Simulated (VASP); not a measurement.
Input of a VASP 6.6.1 run:

Contents of INCAR:

```
PREC     = Accurate       # precision mode
ENCUT    = 520            # plane-wave cutoff, eV
EDIFF    = 1E-6           # SCF threshold, eV
ISMEAR   = 0              # smearing method
SIGMA    = 0.05           # smearing width, eV
LREAL    = F              # projectors in reciprocal space
LASPH    = T              # aspherical terms in the spheres
NELM     = 100            # most SCF steps
ALGO     = Normal         # electronic algorithm
ISIF     = 2              # what is computed and relaxed
LWAVE    = F              # write WAVECAR
LCHARG   = F              # write CHGCAR
GGA      = CA             # functional
NBANDS   = 18             # bands
```

The input KPOINTS:

```
Automatic mesh
0
Gamma
  9 9 6
```

File POSCAR:

```
LiF
1.0
    3.1154738578      0.0000000000      0.0000000000
   -1.5577369289      2.6980795057      0.0000000000
    0.0000000000      0.0000000000      4.4071493192
Li F
2 2
Direct
    0.3333333333      0.6666666667      0.3559038391
    0.6666666667      0.3333333333      0.8559038391
    0.3333333333      0.6666666667      0.9910195924
    0.6666666667      0.3333333333      0.4910195924
```

Potentials or basis: VASP PAW LDA potentials, release 64 (Li_sv, F).

Run with:

```bash
$ cat potpaw_LDA.64/Li_sv/POTCAR potpaw_LDA.64/F/POTCAR > POTCAR
$ mpirun -np 1 vasp_std > vasp.out
```

Problem. Estimate the largest force.

Solution. 1.625 eV/Å.

Problem. Estimate the band gap on the k mesh.

Solution. 7.84 eV, direct.

Forces in eV/Å, atoms in the order of the input:
```
Li   0.000  0.000  1.625
Li   0.000  0.000  1.625
F    0.000  0.000 -1.625
F    0.000  0.000 -1.625
```

Caveat: forces of over 1 eV/Å act on the atoms, so gaps and moduli don't describe the material at rest. A k mesh can miss the band edges.
